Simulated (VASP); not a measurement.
CuO, 2 atoms in the cell. The structure is cubic, space group F-43m (No. 216). Conventional cell: a = 4.746 Å, b = 4.746 Å, c = 4.746 Å, α = 90.00°, β = 90.00°, γ = 90.00°. Within 2.7 Å of Cu (site symmetry -43m) lie 4 O at 2.05 Å. Within 2.7 Å of O (site symmetry -43m) lie 4 Cu at 2.05 Å. 

- Program: VASP 6.6.1
- Task: single point
- Functional: BLYP
- Potentials or basis: VASP PAW PBE potentials, release 64 (Cu, O)
- Cutoff: 520 eV
- k mesh: 10 × 10 × 10
- Occupations: fermi-dirac, width 0.05 eV
- Spin: no spin polarisation
- Dipole correction: no
- Further INCAR settings: ALGO = Normal; EDIFF = 1e-07; NBANDS = 16

Potentials or basis: VASP PAW PBE potentials, release 64 (Cu, O).

Command:

```console
$ cat potpaw_PBE.64/Cu/POTCAR potpaw_PBE.64/O/POTCAR > POTCAR
$ mpirun -np 1 vasp_std > vasp.out
```

Hardware: 1 thread of AMD EPYC 9R45 96-Core Processor (Zen 5) (shared host).

Task: Estimate the wall time of this run.

Result: Wall time 34 s on 1 thread of AMD EPYC 9R45 96-Core Processor (Zen 5) (shared host), peak memory 0.13 GiB. Counts: scf iterations 16, k points 47.
